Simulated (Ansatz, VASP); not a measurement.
# Two plane-wave programs on BaTiO3

```xyz
5
Lattice="2.8277 1.6326 2.3177 -2.8277 1.6326 2.3177 0.0000 -3.2651 2.3177" Properties=species:S:1:pos:R:3 pbc="T T T"
Ba    0.0000    0.0000    0.0000
Ti    0.0000    0.0000    3.5739
O     0.0000   -1.5996    4.5536
O    -1.3853    0.7998    4.5536
O     1.3853    0.7998    4.5536
```

Alike in both runs: task relaxation of cell and atoms; functional PBE; k mesh 6 × 6 × 6; occupations gaussian, width 0.02 eV; no spin polarisation.

```csv
,VASP,Ansatz
version,VASP 6.6.1,Ansatz 0.2.0
potentials or method,"VASP PAW PBE potentials, release 64 (Ba_sv, Ti_sv, O), cutoff 600 eV","scalar-relativistic, plane waves, PAW"
valence electrons in the cell,40,40
```

Ansatz gave:

* gap on the k mesh at the Fermi level, each at its own relaxed structure (eV): 2.63
* relaxed volume (Å³/atom): 13.38
* relaxed cell length with the largest relative difference (Å): 4.060

**Question.** What did VASP give for the same quantities?

**Answer.** gap on the k mesh at the Fermi level, each at its own relaxed structure (eV): 2.58; relaxed volume (Å³/atom): 13.52; relaxed cell length with the largest relative difference (Å): 4.074.

Neither program's run includes spin-orbit coupling.
